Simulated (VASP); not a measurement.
Write the native input for VASP 6.6.1 that does the following.

| Property | Result |
| --- | --- |
| Task | single point |
| Functional | LDA |
| Potentials or basis | VASP PAW LDA potentials, release 64 (Ni) |
| Cutoff | 520 eV |
| k mesh | 26 × 26 × 26 |
| Occupations | fermi-dirac, width 0.05 eV |
| Spin | collinear spin, ferromagnetic start |
| Starting moments | [0.65] μB |
| Dipole correction | no |
| Further INCAR settings | ALGO = Normal; EDIFF = 1e-06; NBANDS = 15 |

The structure of Ni lies in POSCAR:

```
Ni
1.0
    0.0000000000      1.7124645921      1.7124645921
    1.7124645921      0.0000000000      1.7124645921
    1.7124645921      1.7124645921      0.0000000000
Ni
1
Direct
    0.0000000000      0.0000000000      0.0000000000
```

The input as run:

INCAR

```
ALGO     = Normal         # electronic algorithm
EDIFF    = 1E-6           # SCF threshold, eV
ENCUT    = 520            # plane-wave cutoff, eV
GGA      = CA             # functional
ISIF     = 2              # what is computed and relaxed
ISMEAR   = -1             # smearing method
ISPIN    = 2              # spin polarisation
LASPH    = True           # aspherical terms in the spheres
LCHARG   = True           # write CHGCAR
LELF     = True           # ELF
LMAXMIX  = 4              # l up to which the mixer works
LORBIT   = 11             # projections on sites
LREAL    = False          # projectors in reciprocal space
LVHAR    = True         
LWAVE    = False          # write WAVECAR
MAGMOM   = 0.65           # initial moments
NBANDS   = 15             # bands
NELM     = 150            # most SCF steps
PREC     = Accurate       # precision mode
SIGMA    = 0.05           # smearing width, eV
```

KPOINTS

```
k-points
0
Gamma
  26 26 26
```

Potentials or basis: VASP PAW LDA potentials, release 64 (Ni).

Command:

```console
$ cat potpaw_LDA.64/Ni/POTCAR > POTCAR
$ mpirun -np 1 vasp_std > vasp.out
```

It gave:

```json
{
  "Pressure": "-0.5 GPa",
  "Net moment": "0.57 μB per cell",
  "Site moments": "Ni +0.57 μB",
  "Valence electrons inside the program's atomic spheres": "Ni 9.47"
}
```

It took 2 min on 1 thread of AMD EPYC 7R13 Processor (Zen 3), on a shared host, peak memory 0.18 GiB.
